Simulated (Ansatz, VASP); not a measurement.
## One calculation of SbS3, two programs

```xyz
4
Lattice="-2.1707 2.1707 4.8488 2.1707 -2.1707 4.8488 2.1707 2.1707 -4.8488" Properties=species:S:1:pos:R:3 pbc="T T T"
Sb    0.0000    0.0000    0.0000
S     0.0000    0.0000    4.8488
S     2.1707    0.0000    2.4244
S     0.0000    2.1707    2.4244
```

Alike in both runs: task relaxation of cell and atoms; functional PBE; k mesh 6 × 6 × 6; occupations gaussian, width 0.1 eV; no spin polarisation.

|  | VASP | Ansatz |
| --- | --- | --- |
| version | VASP 6.6.1 | Ansatz 0.2.0 |
| potentials or method | VASP PAW PBE potentials, release 64 (Sb, S), cutoff 600 eV | scalar-relativistic, plane waves, PAW |
| valence electrons in the cell | 23 | 33 |

Ansatz gave:

```
gap on the k mesh at the Fermi level, each at its own relaxed structure (eV) : none
relaxed volume (Å³/atom)                                                     : 20.73
relaxed cell length with the largest relative difference (Å)                 : 6.594
```

**Question.** Estimate VASP's values.

**Answer.** gap on the k mesh at the Fermi level, each at its own relaxed structure (eV): none; relaxed volume (Å³/atom): 20.61; relaxed cell length with the largest relative difference (Å): 6.570.

A gap of «none» marks a metal or a gap that the smearing closes. VASP's potentials hold 23 valence electrons a cell and Ansatz's 33, so a difference there can come from the potentials and not from the codes.

Spin-orbit coupling is off throughout.
